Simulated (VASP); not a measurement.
# AlN (P6_3/mmc) in VASP: further runs

The runs below take AlN through single point, with PBE.

Program: VASP 6.6.1. These are calculated values, not measurements. Logs are shortened: lines on timing, memory, paths and dates and some standing lists are left out, and cuts for length are marked.

### Step 1. The cell of the first run

The structure is hexagonal, space group P6_3/mmc (No. 194). Conventional cell: a = 3.261 Å, b = 3.261 Å, c = 3.804 Å, α = 90.00°, β = 90.00°, γ = 120.00°. Al (site symmetry -6m2) has 5 N at 1.88 to 1.90 Å within 2.5 Å. Within 2.5 Å of N (site symmetry -6m2) lie 5 Al at 1.88 to 1.90 Å.

### Step 2. Single point, PBE (volume 8.760 Å^3 an atom, c/a of the conventional cell 1.1664)

Input file INCAR:

```
SYSTEM = AlN
PREC     = Accurate       ! precision mode
ENCUT    = 520            ! plane-wave cutoff, eV
EDIFF    = 1E-7           ! SCF threshold, eV
ISMEAR   = 0              ! smearing method
SIGMA    = 0.05           ! smearing width, eV
LREAL    = .False.        ! projectors in reciprocal space
LASPH    = .True.         ! aspherical terms in the spheres
NELM     = 60             ! most SCF steps
ALGO     = Normal         ! electronic algorithm
ISIF     = 2              ! what is computed and relaxed
LWAVE    = .False.        ! write WAVECAR
LCHARG   = .True.         ! write CHGCAR
GGA      = PE             ! functional
LELF     = .True.         ! ELF
LVHAR    = .True.       
NBANDS   = 16             ! bands
```

Input file KPOINTS:

```
regular mesh
0
Gamma
  9 9 6
  0 0 0
```

Input file POSCAR:

```
AlN
1.0
    3.2613343018      0.0000000000      0.0000000000
   -1.6306671509      2.8243983556      0.0000000000
    0.0000000000      0.0000000000      3.8040203296
Al N
2 2
Direct
    0.3333333333      0.6666666667      0.7500000000
    0.6666666667      0.3333333333      0.2500000000
    0.3333333333      0.6666666667      0.2500000000
    0.6666666667      0.3333333333      0.7500000000
```

Potentials or basis: VASP PAW PBE potentials, release 64 (Al, N).

Run with:

```bash
$ cat potpaw_PBE.64/Al/POTCAR potpaw_PBE.64/N/POTCAR > POTCAR
$ mpirun -np 1 vasp_std > vasp.out
```

OUTCAR:

```text
SYSTEM = AlN
   PREC = Accurate
   ENCUT = 520
   EDIFF = 1E-7
   ISMEAR = 0
   LREAL = .False.
   LASPH = .True.
   NELM = 60
   ISIF = 2
   GGA = PE

 ion  position               nearest neighbor table
   1  0.333  0.667  0.750-   4 1.88   4 1.88   4 1.88   3 1.90   3 1.90   2 2.68   2 2.68   2 2.68
                             2 2.68   2 2.68   2 2.68
   2  0.667  0.333  0.250-   3 1.88   3 1.88   3 1.88   4 1.90   4 1.90   1 2.68   1 2.68   1 2.68
                             1 2.68   1 2.68   1 2.68
   3  0.333  0.667  0.250-   2 1.88   2 1.88   2 1.88   1 1.90   1 1.90
   4  0.667  0.333  0.750-   1 1.88   1 1.88   1 1.88   2 1.90   2 1.90

  LATTYP: Found a hexagonal cell.
 ALAT       =     3.2613343018
 C/A-ratio  =     1.1664000000

  Lattice vectors:

 A1 = (   3.2613343018,   0.0000000000,   0.0000000000)
 A2 = (  -1.6306671509,   2.8243983556,   0.0000000000)
 A3 = (   0.0000000000,   0.0000000000,   3.8040203296)

Analysis of symmetry for initial positions (statically):
[... 10 lines left out ...]

The static configuration has the point symmetry D_3d.
 The point group associated with its full space group is D_6h.

Analysis of symmetry for dynamics (positions and initial velocities):
[... 10 lines left out ...]

The dynamic configuration has the point symmetry D_3d.
 The point group associated with its full space group is D_6h.

 Subroutine INISYM returns: Found 24 space group operations
[... 5 lines left out ...]
                                     Primitive cell

  volume of cell :      35.0400

  direct lattice vectors                    reciprocal lattice vectors
     3.261334302  0.000000000  0.000000000     0.306622967  0.177028853  0.000000000
    -1.630667151  2.824398356  0.000000000     0.000000000  0.354057705  0.000000000
     0.000000000  0.000000000  3.804020330     0.000000000  0.000000000  0.262879773

  length of vectors
     3.261334302  3.261334302  3.804020330     0.354057705  0.354057705  0.262879773

  position of ions in fractional coordinates (direct lattice)
     0.333333333  0.666666667  0.750000000
     0.666666667  0.333333333  0.250000000
     0.333333333  0.666666667  0.250000000
     0.666666667  0.333333333  0.750000000

  ion indices of the primitive-cell ions
   primitive index   ion index
                 1           1
                 2           2
                 3           3
                 4           4

----------------------------------------------------------------------------------------

 KPOINTS: regular mesh

Automatic generation of k-mesh.
 Grid dimensions read from file:
 generate k-points for:    9    9    6

 Generating k-lattice:

  Cartesian coordinates                     Fractional coordinates (reciprocal lattice)
     0.034069219  0.019669873  0.000000000     0.111111111  0.000000000  0.000000000
     0.000000000  0.039339745  0.000000000     0.000000000  0.111111111  0.000000000
     0.000000000  0.000000000  0.043813295     0.000000000  0.000000000  0.166666667

  Length of vectors
     0.039339745  0.039339745  0.043813295

  Shift w.r.t. Gamma in fractional coordinates (k-lattice)
     0.000000000  0.000000000  0.000000000

 Subroutine IBZKPT returns following result:
 ===========================================

 Found     48 irreducible k-points:

 Following reciprocal coordinates:
            Coordinates               Weight
  0.000000  0.000000  0.000000      1.000000
  0.111111  0.000000  0.000000      6.000000
  0.222222  0.000000  0.000000      6.000000
  0.333333 -0.000000  0.000000      6.000000
  0.444444  0.000000  0.000000      6.000000
  0.111111  0.111111  0.000000      6.000000
[... 16 lines left out ...]
  0.333333  0.222222  0.166667     24.000000
  0.333333  0.333333  0.166667      4.000000
 [... further k-points ...]
   k-points           NKPTS =     48   k-points in BZ     NKDIM =     48   number of bands    NBANDS=     16
   number of dos      NEDOS =    301   number of ions     NIONS =      4
   total plane-waves  NPLWV =  16128
   dimension x,y,z NGX =    24 NGY =   24 NGZ =   28
   dimension x,y,z NGXF=    48 NGYF=   48 NGZF=   56
   ions per type =               2   2
   NGX,Y,Z   is equivalent  to a cutoff of  12.23, 12.23, 12.24 a.u.
   NGXF,Y,Z  is equivalent  to a cutoff of  24.47, 24.47, 24.47 a.u.
 SYSTEM =  AlN
   PREC   = accura    normal or accurate (medium, high low for compatibility)
   ISTART =      0    job   : 0-new  1-cont  2-samecut
   ICHARG =      2    charge: 1-file 2-atom 10-const
   ISPIN  =      1    spin polarized calculation?
   LNONCOLLINEAR =      F non collinear calculations
   LSORBIT =      F    spin-orbit coupling
   LASPH  =      T    aspherical Exc in radial PAW
   ENCUT  =  520.0 eV  38.22 Ry    6.18 a.u.   6.06  6.06  7.07*2*pi/ulx,y,z
   NELM   =     60;   NELMIN=  2; NELMDL= -5     # of ELM steps
   EDIFF  = 0.1E-06   stopping-criterion for ELM
   LREAL  =      F    real-space projection
   EDIFFG = 0.1E-05   stopping-criterion for IOM
   NSW    =      0    number of steps for IOM
   IBRION =     -1    ionic relax: 0-MD 1-quasi-New 2-CG
   NFREE  =      0    steps in history (QN), initial steepest desc. (CG)
   ISIF   =      2    stress and relaxation
   ISYM   =      2    0-nonsym 1-usesym 2-fastsym
   POTIM  = 0.5000    time-step for ionic-motion
   TEBEG  =    0.0;   TEEND  =   0.0 temperature during run
   PSTRESS=    0.0 pullay stress
   NELECT =      16.0000    total number of electrons
   NUPDOWN=      -1.0000    fix difference up-down
   EMIN   =  10.00;   EMAX   =-10.00  energy-range for DOS
   EFERMI =   0.00;   METHOD = LEGACY
   ISMEAR =     0;   SIGMA  =   0.05  broadening in eV -4-tet -1-fermi 0-gaus
   EFERMI_NEDOS =   21; number of points for ismear=-14 and -15
   IALGO  =     38    algorithm
   IMIX   =      4    mixing-type and parameters
     AMIX     =   0.40;   BMIX     =  1.00
     AMIX_MAG =   1.60;   BMIX_MAG =  1.00
  volume/ion in A,a.u.               =       8.76        59.12
  Fermi-wavevector in a.u.,A,eV,Ry     =   1.260647  2.382277 21.622795  1.589231
  Thomas-Fermi vector in A             =   2.394146
   LORBIT       =      0    0 simple, 1 ext, 2 COOP (PROOUT), +10 PAW based schemes
   GGA     = PE    functional components
   LHFCALC =     F    Hartree Fock is set to
   AEXX    =    0.0000 exact exchange contribution
   IVDW    =     0    specifies the selected vdW correction
   LEPSILON=     F    determine dielectric tensor
   LRPA    =     F    only Hartree local field effects (RPA)
 non-spin polarized calculation
 Gauss-broadening in eV      SIGMA  =   0.05
  energy-cutoff  :      520.00
  volume of cell :       35.04
 maximum number of plane-waves:       960
   NGX = 13   NGY = 13   NGZ = 15

 number of electron      16.0000002 magnetization

 Free energy of the ion-electron system (eV)
  ---------------------------------------------------
  ext. energy  EPLUGINS =         0.00000000
  ---------------------------------------------------
  free energy    TOTEN  =       -28.75491734 eV

  energy without entropy =      -28.75491734  energy(sigma->0) =      -28.75491734

 E-fermi :   9.3440     XC(G=0): -11.7148

 val. band max:        9.0681392506   @ k =   0.0000   0.0000   0.0000
 cond. band min:      13.3809306726   @ k =   0.0000   0.0000   0.0000
 fundamental gap:      4.3127914220
 Fermi energy:         9.3440364644

 k-point     1 :       0.0000    0.0000    0.0000
  band No.  band energies     occupation
      1      -8.4503      2.00000
      2      -3.7465      2.00000
      3       1.9851      2.00000
      4       5.4655      2.00000
      5       5.4655      2.00000
      6       7.6864      2.00000
[... 8 lines left out ...]
     15      21.8772      0.00000
     16      21.8772      0.00000

 k-point     2 :       0.1111    0.0000    0.0000
  band No.  band energies     occupation
      1      -8.2996      2.00000
      2      -3.7875      2.00000
      3       2.1350      2.00000
      4       5.0309      2.00000
      5       5.2425      2.00000
      6       7.2537      2.00000
[... 8 lines left out ...]
     15      21.5339      0.00000
     16      22.2359      0.00000

 k-point     3 :       0.2222    0.0000    0.0000
  band No.  band energies     occupation
      1      -7.8650      2.00000
      2      -3.9557      2.00000
      3       2.5719      2.00000
      4       4.0654      2.00000
      5       4.7942      2.00000
      6       6.4866      2.00000
[... 8 lines left out ...]
     15      20.9120      0.00000
     16      23.2106      0.00000

 k-point     4 :       0.3333   -0.0000    0.0000
  band No.  band energies     occupation
      1      -7.2119      2.00000
      2      -4.3393      2.00000
      3       3.1742      2.00000
      4       3.2430      2.00000
      5       4.3939      2.00000
      6       5.8646      2.00000
[... 8 lines left out ...]
     15      21.0193      0.00000
     16      24.1951      0.00000

 k-point     5 :       0.4444    0.0000    0.0000
  band No.  band energies     occupation
      1      -6.5416      2.00000
      2      -4.8623      2.00000
      3       2.6978      2.00000
      4       3.9506      2.00000
      5       4.1702      2.00000
      6       5.5288      2.00000
[... 8 lines left out ...]
     15      22.8544      0.00000
     16      24.9313      0.00000

 k-point     6 :       0.1111    0.1111    0.0000
  band No.  band energies     occupation
      1      -8.0065      2.00000
      2      -3.8915      2.00000
      3       2.4289      2.00000
      4       4.5848      2.00000
      5       4.5905      2.00000
      6       6.8553      2.00000
[... 8 lines left out ...]
     15      21.1143      0.00000
     16      22.6436      0.00000
[... 267 lines left out ...]
 k-point    21 :       0.4444    0.1111    0.1667
  band No.  band energies     occupation
      1      -6.1649      2.00000
      2      -5.0196      2.00000
      3       2.0024      2.00000
      4       3.7415      2.00000
      5       3.9094      2.00000
      6       5.5174      2.00000
[... 8 lines left out ...]
     15      22.6545      0.00000
     16      24.6923      0.00000

 k-point    22 :       0.2222    0.2222    0.1667
  band No.  band energies     occupation
      1      -6.6759      2.00000
      2      -4.6478      2.00000
      3       2.5497      2.00000
      4       2.8231      2.00000
      5       4.8370      2.00000
      6       5.5510      2.00000
[... 8 lines left out ...]
     15      22.2851      0.00000
     16      24.2601      0.00000

 k-point    23 :       0.3333    0.2222    0.1667
  band No.  band energies     occupation
      1      -6.0494      2.00000
      2      -5.0541      2.00000
      3       2.1729      2.00000
      4       3.0572      2.00000
      5       4.0288      2.00000
      6       6.0543      2.00000
[... 8 lines left out ...]
     15      22.3196      0.00000
     16      23.9543      0.00000

 k-point    24 :       0.3333    0.3333    0.1667
  band No.  band energies     occupation
      1      -5.5067      2.00000
      2      -5.5067      2.00000
      3       2.0412      2.00000
      4       3.4380      2.00000
      5       3.4380      2.00000
      6       6.6054      2.00000
[... 8 lines left out ...]
     15      21.5988      0.00000
     16      24.2089      0.00000

 [... further k-points ...]
[... 5 lines left out ...]
  --------------------------------------------------------------------------------------
  -------------------------------------------------------------------------------------
  Total        5.5229289      5.5229289     11.3242593      0.0000000      0.0000000      0.0000000
  in kB      252.5317212    252.5317212    517.7931364      0.0000000      0.0000000      0.0000000
  external PRESSURE =     340.9521930 kB  Pullay stress =       0.0000000 kB

 VOLUME and BASIS-vectors are now :
 -----------------------------------------------------------------------------
  energy-cutoff  :      520.00
  volume of cell :       35.04
      direct lattice vectors                 reciprocal lattice vectors
     3.261334302  0.000000000  0.000000000     0.306622967  0.177028853  0.000000000
    -1.630667151  2.824398356  0.000000000     0.000000000  0.354057705  0.000000000
     0.000000000  0.000000000  3.804020330     0.000000000  0.000000000  0.262879773

 POSITION                                       TOTAL-FORCE (eV/Angst)
 -----------------------------------------------------------------------------------
     -0.00000      1.88293      2.85302         0.000000     -0.000000      0.000000
      1.63067      0.94147      0.95101        -0.000000      0.000000      0.000000
     -0.00000      1.88293      0.95101         0.000000     -0.000000      0.000000
      1.63067      0.94147      2.85302        -0.000000     -0.000000      0.000000
 -----------------------------------------------------------------------------------
    total drift:                                0.000000     -0.000000      0.000000

  FREE ENERGIE OF THE ION-ELECTRON SYSTEM (eV)
  ---------------------------------------------------
  free  energy   TOTEN  =       -28.7549173399 eV

  energy  without entropy=      -28.7549173399  energy(sigma->0) =      -28.75491734
```

Wall time 10 s (1 thread of Intel Xeon Platinum 8488C (Sapphire Rapids), shared host); peak memory 0.15 GiB.

What came out:

```yaml
Free_energy: -28.7549 eV
Pressure: 34.1 GPa
Band_gap_on_the_k_mesh: 4.31 eV, direct
```

Stress tensor (GPa, compression positive):
```
25.25  0.00  0.00
 0.00 25.25  0.00
 0.00  0.00 51.78
```

[end of part 1 of 2]
